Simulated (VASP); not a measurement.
PbS (rocksalt type), 2 atoms in the cell. The structure is cubic, space group Fm-3m (No. 225). The conventional cell has a = 4.895 Å, b = 4.895 Å, c = 4.895 Å, α = 90.00°, β = 90.00°, γ = 90.00°. Within 3.2 Å of Pb (site symmetry m-3m) lie 6 S at 2.45 Å. Within 3.2 Å of S (site symmetry m-3m) lie 6 Pb at 2.45 Å. 

- Program: VASP 6.6.1
- Task: single point
- Functional: r2SCAN
- Potentials or basis: VASP PAW PBE potentials, release 64 (Pb_d, S)
- Cutoff: 520 eV
- k mesh: 12 × 12 × 12
- Occupations: fermi-dirac, width 0.05 eV
- Spin: no spin polarisation
- Dipole correction: no
- Further INCAR settings: ALGO = Normal; EDIFF = 1e-06; NBANDS = 17

Potentials or basis: VASP PAW PBE potentials, release 64 (Pb_d, S).

Run with:

```console
$ cat potpaw_PBE.64/Pb_d/POTCAR potpaw_PBE.64/S/POTCAR > POTCAR
$ cp INCAR.step1 INCAR
$ mpirun -np 1 vasp_std > vasp.out
$ cp INCAR.step2 INCAR
$ mpirun -np 1 vasp_std > vasp.out
```

Hardware: 1 thread of Intel Xeon 8259CL, with other jobs on the host.

**Question.** How long does it take, and how much memory?

**Answer.** Wall time 3.9 min on 1 thread of Intel Xeon 8259CL, on a shared host, peak memory 0.19 GiB. Counts: k points 72.
